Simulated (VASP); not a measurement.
# Si2Ni (fluorite type) (Fm-3m) in VASP: a series of runs

The runs below take Si2Ni (fluorite type) through single point, with PBEsol.

Program: VASP 6.6.1. These are calculated values, not measurements. Logs are shortened: lines on timing, memory, paths and dates and some standing lists are left out, and cuts for length are marked.

## (1) The cell of the first run

It takes space group Fm-3m (No. 225, cubic). Conventional cell: a = 5.280 Å, b = 5.280 Å, c = 5.280 Å, α = 90.00°, β = 90.00°, γ = 90.00°. Within 3.0 Å of Ni (site symmetry m-3m) lie 8 Si at 2.29 Å. Within 3.0 Å of Si (site symmetry -43m) lie 4 Ni at 2.29 Å and 6 Si at 2.64 Å.

## (2) Single point, PBEsol (volume scaled by 0.94)

INCAR reads:

```
ALGO     = Normal         # electronic algorithm
EDIFF    = 1E-6           # SCF threshold, eV
ENCUT    = 520            # plane-wave cutoff, eV
GGA      = PS             # functional
ISIF     = 2              # what is computed and relaxed
ISMEAR   = -1             # smearing method
LASPH    = True           # aspherical terms in the spheres
LCHARG   = True           # write CHGCAR
LELF     = True           # ELF
LREAL    = False          # projectors in reciprocal space
LVHAR    = True         
LWAVE    = False          # write WAVECAR
NBANDS   = 16             # bands
NELM     = 100            # most SCF steps
PREC     = Accurate       # precision mode
SIGMA    = 0.05           # smearing width, eV
```

KPOINTS reads:

```
k-points
0
Gamma
  11 11 11
```

POSCAR reads:

```
Si2Ni
1.0
    0.0000000000      2.6397795394      2.6397795394
    2.6397795394      0.0000000000      2.6397795394
    2.6397795394      2.6397795394      0.0000000000
Ni Si
1 2
Direct
    0.0000000000      0.0000000000      0.0000000000
    0.2500000000      0.2500000000      0.2500000000
    0.7500000000      0.7500000000      0.7500000000
```

Potentials or basis: VASP PAW PBE potentials, release 64 (Ni, Si).

The run is started by

```
cat potpaw_PBE.64/Ni/POTCAR potpaw_PBE.64/Si/POTCAR > POTCAR
mpirun -np 1 vasp_std > vasp.out
```

OUTCAR:

```text
EDIFF = 1E-6
   ENCUT = 520
   GGA = PS
   ISIF = 2
   ISMEAR = -1
   LASPH = True
   LREAL = False
   NELM = 100
   PREC = Accurate

 ion  position               nearest neighbor table
   1  0.000  0.000  0.000-   3 2.29   3 2.29   3 2.29   2 2.29   3 2.29   2 2.29   2 2.29   2 2.29

   2  0.250  0.250  0.250-   1 2.29   1 2.29   1 2.29   1 2.29   3 2.64   3 2.64   3 2.64   3 2.64
                             3 2.64   3 2.64
   3  0.750  0.750  0.750-   1 2.29   1 2.29   1 2.29   1 2.29   2 2.64   2 2.64   2 2.64   2 2.64
                             2 2.64   2 2.64

  LATTYP: Found a face centered cubic cell.
 ALAT       =     5.2795590788

  Lattice vectors:

 A1 = (   0.0000000000,   2.6397795394,   2.6397795394)
 A2 = (   2.6397795394,   0.0000000000,   2.6397795394)
 A3 = (   2.6397795394,   2.6397795394,   0.0000000000)

Analysis of symmetry for initial positions (statically):
=====================================================================
 Subroutine PRICEL returns:
 Original cell was already a primitive cell.

 Routine SETGRP: Setting up the symmetry group for a
 face centered cubic supercell.

 Subroutine GETGRP returns: Found 48 space group operations
 (whereof 48 operations were pure point group operations)
 out of a pool of 48 trial point group operations.

The static configuration has the point symmetry O_h .

Analysis of symmetry for dynamics (positions and initial velocities):
=====================================================================
 Subroutine PRICEL returns:
 Original cell was already a primitive cell.

 Routine SETGRP: Setting up the symmetry group for a
 face centered cubic supercell.

 Subroutine GETGRP returns: Found 48 space group operations
 (whereof 48 operations were pure point group operations)
 out of a pool of 48 trial point group operations.

The dynamic configuration has the point symmetry O_h .

 Subroutine INISYM returns: Found 48 space group operations
 (whereof 48 operations are pure point group operations),
 and found     1 'primitive' translations

----------------------------------------------------------------------------------------

                                     Primitive cell

  volume of cell :      36.7903

  direct lattice vectors                    reciprocal lattice vectors
     0.000000000  2.639779539  2.639779539    -0.189409757  0.189409757  0.189409757
     2.639779539  0.000000000  2.639779539     0.189409757 -0.189409757  0.189409757
     2.639779539  2.639779539  0.000000000     0.189409757  0.189409757 -0.189409757

  length of vectors
     3.733212026  3.733212026  3.733212026     0.328067322  0.328067322  0.328067322

  position of ions in fractional coordinates (direct lattice)
     0.000000000  0.000000000  0.000000000
     0.250000000  0.250000000  0.250000000
     0.750000000  0.750000000  0.750000000

  ion indices of the primitive-cell ions
   primitive index   ion index
                 1           1
                 2           2
                 3           3

----------------------------------------------------------------------------------------

 KPOINTS: k-points

Automatic generation of k-mesh.
 Grid dimensions read from file:
 generate k-points for:   11   11   11

 Generating k-lattice:

  Cartesian coordinates                     Fractional coordinates (reciprocal lattice)
    -0.017219069  0.017219069  0.017219069     0.090909091  0.000000000  0.000000000
     0.017219069 -0.017219069  0.017219069     0.000000000  0.090909091  0.000000000
     0.017219069  0.017219069 -0.017219069     0.000000000  0.000000000  0.090909091

  Length of vectors
     0.029824302  0.029824302  0.029824302

  Shift w.r.t. Gamma in fractional coordinates (k-lattice)
     0.000000000  0.000000000  0.000000000

 Subroutine IBZKPT returns following result:
 ===========================================

 Found     56 irreducible k-points:

 Following reciprocal coordinates:
            Coordinates               Weight
  0.000000  0.000000  0.000000      1.000000
  0.090909  0.000000  0.000000      8.000000
  0.181818  0.000000  0.000000      8.000000
  0.272727  0.000000  0.000000      8.000000
  0.363636  0.000000  0.000000      8.000000
  0.454545  0.000000  0.000000      8.000000
[... 16 lines left out ...]
 -0.272727  0.181818  0.000000     24.000000
 -0.181818  0.181818  0.000000     12.000000
 [... further k-points ...]
   k-points           NKPTS =     56   k-points in BZ     NKDIM =     56   number of bands    NBANDS=     16
   number of dos      NEDOS =    301   number of ions     NIONS =      3
   total plane-waves  NPLWV =  21952
   dimension x,y,z NGX =    28 NGY =   28 NGZ =   28
   dimension x,y,z NGXF=    56 NGYF=   56 NGZF=   56
   ions per type =               1   2
   NGX,Y,Z   is equivalent  to a cutoff of  12.47, 12.47, 12.47 a.u.
   NGXF,Y,Z  is equivalent  to a cutoff of  24.94, 24.94, 24.94 a.u.
 SYSTEM =  unknown system
   PREC   = accura    normal or accurate (medium, high low for compatibility)
   ISTART =      0    job   : 0-new  1-cont  2-samecut
   ICHARG =      2    charge: 1-file 2-atom 10-const
   ISPIN  =      1    spin polarized calculation?
   LNONCOLLINEAR =      F non collinear calculations
   LSORBIT =      F    spin-orbit coupling
   LASPH  =      T    aspherical Exc in radial PAW
   ENCUT  =  520.0 eV  38.22 Ry    6.18 a.u.   6.94  6.94  6.94*2*pi/ulx,y,z
   NELM   =    100;   NELMIN=  2; NELMDL= -5     # of ELM steps
   EDIFF  = 0.1E-05   stopping-criterion for ELM
   LREAL  =      F    real-space projection
   EDIFFG = 0.1E-04   stopping-criterion for IOM
   NSW    =      0    number of steps for IOM
   IBRION =     -1    ionic relax: 0-MD 1-quasi-New 2-CG
   NFREE  =      0    steps in history (QN), initial steepest desc. (CG)
   ISIF   =      2    stress and relaxation
   ISYM   =      2    0-nonsym 1-usesym 2-fastsym
   POTIM  = 0.5000    time-step for ionic-motion
   TEBEG  =    0.0;   TEEND  =   0.0 temperature during run
   PSTRESS=    0.0 pullay stress
   NELECT =      18.0000    total number of electrons
   NUPDOWN=      -1.0000    fix difference up-down
   EMIN   =  10.00;   EMAX   =-10.00  energy-range for DOS
   EFERMI =   0.00;   METHOD = LEGACY
   ISMEAR =    -1;   SIGMA  =   0.05  broadening in eV -4-tet -1-fermi 0-gaus
   EFERMI_NEDOS =   21; number of points for ismear=-14 and -15
   IALGO  =     38    algorithm
   IMIX   =      4    mixing-type and parameters
     AMIX     =   0.40;   BMIX     =  1.00
     AMIX_MAG =   1.60;   BMIX_MAG =  1.00
  volume/ion in A,a.u.               =      12.26        82.76
  Fermi-wavevector in a.u.,A,eV,Ry     =   1.289995  2.437737 22.641278  1.664087
  Thomas-Fermi vector in A             =   2.421854
   LORBIT       =      0    0 simple, 1 ext, 2 COOP (PROOUT), +10 PAW based schemes
   GGA     = PS    functional components
   LHFCALC =     F    Hartree Fock is set to
   AEXX    =    0.0000 exact exchange contribution
   IVDW    =     0    specifies the selected vdW correction
   LEPSILON=     F    determine dielectric tensor
   LRPA    =     F    only Hartree local field effects (RPA)
 non-spin polarized calculation
  energy-cutoff  :      520.00
  volume of cell :       36.79
 maximum number of plane-waves:      1006
   NGX = 13   NGY = 13   NGZ = 13

 number of electron      17.9999996 magnetization

 Free energy of the ion-electron system (eV)
  ---------------------------------------------------
  ext. energy  EPLUGINS =         0.00000000
  ---------------------------------------------------
  free energy    TOTEN  =       -18.90328405 eV

  energy without entropy =      -18.89524592  energy(sigma->0) =      -18.89926498

 E-fermi :  11.5415     XC(G=0): -12.0261

 val. band max:       11.5056195999   @ k =  -0.4545   0.4545   0.0909
 cond. band min:      11.5436050153   @ k =   0.0909   0.0909   0.0000
 fundamental gap:      0.0379854154
 Fermi energy:        11.5415066527

 k-point     1 :       0.0000    0.0000    0.0000
  band No.  band energies     occupation
      1      -3.1034      2.00000
      2       5.7449      2.00000
      3       5.7449      2.00000
      4       5.7449      2.00000
      5       7.5123      2.00000
      6       7.5123      2.00000
[... 8 lines left out ...]
     15      16.3208      0.00000
     16      16.3208      0.00000

 k-point     2 :       0.0909    0.0000    0.0000
  band No.  band energies     occupation
      1      -2.9740      2.00000
      2       5.5202      2.00000
      3       5.7860      2.00000
      4       5.7860      2.00000
      5       7.4874      2.00000
      6       7.4874      2.00000
[... 8 lines left out ...]
     15      15.7859      0.00000
     16      16.0764      0.00000

 k-point     3 :       0.1818    0.0000    0.0000
  band No.  band energies     occupation
      1      -2.5884      2.00000
      2       4.8722      2.00000
      3       5.8954      2.00000
      4       5.8954      2.00000
      5       7.4393      2.00000
      6       7.4393      2.00000
[... 8 lines left out ...]
     15      15.9749      0.00000
     16      16.7828      0.00000

 k-point     4 :       0.2727    0.0000    0.0000
  band No.  band energies     occupation
      1      -1.9554      2.00000
      2       3.8585      2.00000
      3       6.0284      2.00000
      4       6.0284      2.00000
      5       7.4371      2.00000
      6       7.4371      2.00000
[... 8 lines left out ...]
     15      17.2624      0.00000
     16      18.2287      0.00000
[... 324 lines left out ...]
 k-point    22 :      -0.3636    0.1818    0.0000
  band No.  band energies     occupation
      1       0.0148      2.00000
      2       2.0441      2.00000
      3       5.3008      2.00000
      4       6.4363      2.00000
      5       6.9383      2.00000
      6       7.2488      2.00000
[... 8 lines left out ...]
     15      19.0437      0.00000
     16      19.8555      0.00000

 k-point    23 :      -0.2727    0.1818    0.0000
  band No.  band energies     occupation
      1      -0.9652      2.00000
      2       3.1793      2.00000
      3       5.3117      2.00000
      4       6.4667      2.00000
      5       7.0309      2.00000
      6       7.4850      2.00000
[... 8 lines left out ...]
     15      17.7879      0.00000
     16      21.0452      0.00000

 k-point    24 :      -0.1818    0.1818    0.0000
  band No.  band energies     occupation
      1      -1.7449      2.00000
      2       4.0290      2.00000
      3       5.5214      2.00000
      4       6.2826      2.00000
      5       7.0926      2.00000
      6       7.6400      2.00000
[... 8 lines left out ...]
     15      17.6653      0.00000
     16      20.4050      0.00000

 [... further k-points ...]

------------------------ aborting loop because EDIFF is reached ----------------------------------------

  FORCE on cell =-STRESS in cart. coord.  units (eV):
  Direction    XX          YY          ZZ          XY          YZ          ZX
  --------------------------------------------------------------------------------------
  -------------------------------------------------------------------------------------
  Total        2.6311694      2.6311694      2.6311694     -0.0000000      0.0000000     -0.0000000
  in kB      114.5846448    114.5846448    114.5846448     -0.0000000      0.0000000     -0.0000000
  external PRESSURE =     114.5846448 kB  Pullay stress =       0.0000000 kB

 VOLUME and BASIS-vectors are now :
 -----------------------------------------------------------------------------
  energy-cutoff  :      520.00
  volume of cell :       36.79
      direct lattice vectors                 reciprocal lattice vectors
     0.000000000  2.639779539  2.639779539    -0.189409757  0.189409757  0.189409757
     2.639779539  0.000000000  2.639779539     0.189409757 -0.189409757  0.189409757
     2.639779539  2.639779539  0.000000000     0.189409757  0.189409757 -0.189409757

 POSITION                                       TOTAL-FORCE (eV/Angst)
 -----------------------------------------------------------------------------------
      0.00000      0.00000      0.00000        -0.000000      0.000000     -0.000000
      1.31989      1.31989      1.31989        -0.000000     -0.000000     -0.000000
      3.95967      3.95967      3.95967         0.000000      0.000000      0.000000
 -----------------------------------------------------------------------------------
    total drift:                               -0.000000     -0.000000      0.000000

  FREE ENERGIE OF THE ION-ELECTRON SYSTEM (eV)
  ---------------------------------------------------
  free  energy   TOTEN  =       -18.9032840473 eV

  energy  without entropy=      -18.8952459181  energy(sigma->0) =      -18.89926498
```

Run time: 59 s. Hardware: 1 thread of Intel Xeon 8259CL, shared host; peak memory 0.17 GiB.

Results:

- Free energy: -18.9033 eV
- Pressure: 11.5 GPa
- Band gap on the k mesh: zero (band 9 reaches 13.26 eV, above the bottom of band 10 at 11.13 eV)

Levels at points of the mesh, in eV from the Fermi level:
```tsv
k point	band 6	band 7	band 8	band 9	band 10	band 11	band 12	band 13
(0.00, 0.00, 0.00)	-4.03	0.21	1.72	1.72	1.72	2.03	2.03	2.03
```

Caveat: the PAW data sets were made with another functional, which shifts forces and pressure a little.

## (3) Single point, PBEsol (volume scaled by 0.94)

INCAR reads:

```
SYSTEM = Si2Ni
  PREC = Accurate
  ENCUT = 520
  EDIFF = 1E-6
  ISMEAR = -1
  SIGMA = 0.05
  LREAL = .FALSE.
  LASPH = .TRUE.
  NELM = 100
  ALGO = Normal
  ISIF = 2
  LWAVE = .FALSE.
  LCHARG = .TRUE.
  GGA = PS
  LELF = .TRUE.
  LVHAR = .TRUE.
  NBANDS = 16
```

KPOINTS reads:

```
Automatic mesh
0
G
  11 11 11
  0 0 0
```

POSCAR is that of step 2.

Potentials or basis: VASP PAW PBE potentials, release 64 (Ni, Si).

The run is started by

```
cat potpaw_PBE.64/Ni/POTCAR potpaw_PBE.64/Si/POTCAR > POTCAR
mpirun -np 1 vasp_std > vasp.out
```

Run time: 57 s. Hardware: 1 thread of Intel Xeon 8259CL, shared host; peak memory 0.17 GiB.

It converged, with:

| Property | Result |
| --- | --- |
| Free energy | -18.9033 eV |
| Pressure | 11.5 GPa |
| Band gap on the k mesh | zero (band 9 reaches 13.26 eV, above the bottom of band 10 at 11.13 eV) |

Levels at points of the mesh, in eV from the Fermi level:
```
           k point  band 5  band 6  band 7  band 8  band 9  band 10  band 11  band 12  band 13  band 14
(0.00, 0.00, 0.00)   -4.03   -4.03    0.21    1.72    1.72     1.72     2.03     2.03     2.03     4.78
```

Caveat: the PAW data sets were made with another functional, which shifts forces and pressure a little.

(Part 1 of 2 ends here.)
